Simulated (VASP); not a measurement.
A run of VASP 6.6.1 is set up as follows.

File INCAR:

```
SYSTEM = SiAs4
ALGO = Normal
EDIFF = 1E-7
ENCUT = 520
GGA = PE
ISIF = 2
ISMEAR = 0
LASPH = .True.
LCHARG = .False.
LREAL = .False.
LWAVE = .False.
NBANDS = 20
NELM = 80
PREC = Accurate
SIGMA = 0.1
```

The input KPOINTS:

```
k-points
0
Gamma
  10 10 10
  0 0 0
```

The input POSCAR:

```
SiAs4
1.0
   -2.9900733138      2.9900733138      2.9900733138
    2.9900733138     -2.9900733138      2.9900733138
    2.9900733138      2.9900733138     -2.9900733138
Si As
1 4
Direct
    0.0000000000      0.0000000000      0.0000000000
    0.0000000000      0.0000000000      0.5000000000
    0.5000000000      0.0000000000      0.0000000000
    0.5000000000      0.5000000000      0.5000000000
    0.0000000000      0.5000000000      0.0000000000
```

Potentials or basis: VASP PAW PBE potentials, release 64 (Si, As).

Launch:

```bash
$ cat potpaw_PBE.64/Si/POTCAR potpaw_PBE.64/As/POTCAR > POTCAR
$ mpirun -np 1 vasp_std > vasp.out
```

(1) Estimate the pressure.

(2) What does it give for the band gap on the k mesh?

Answers

(1) 0.1 GPa.

(2) zero (bands 12 and 13 overlap by 2.49 eV).
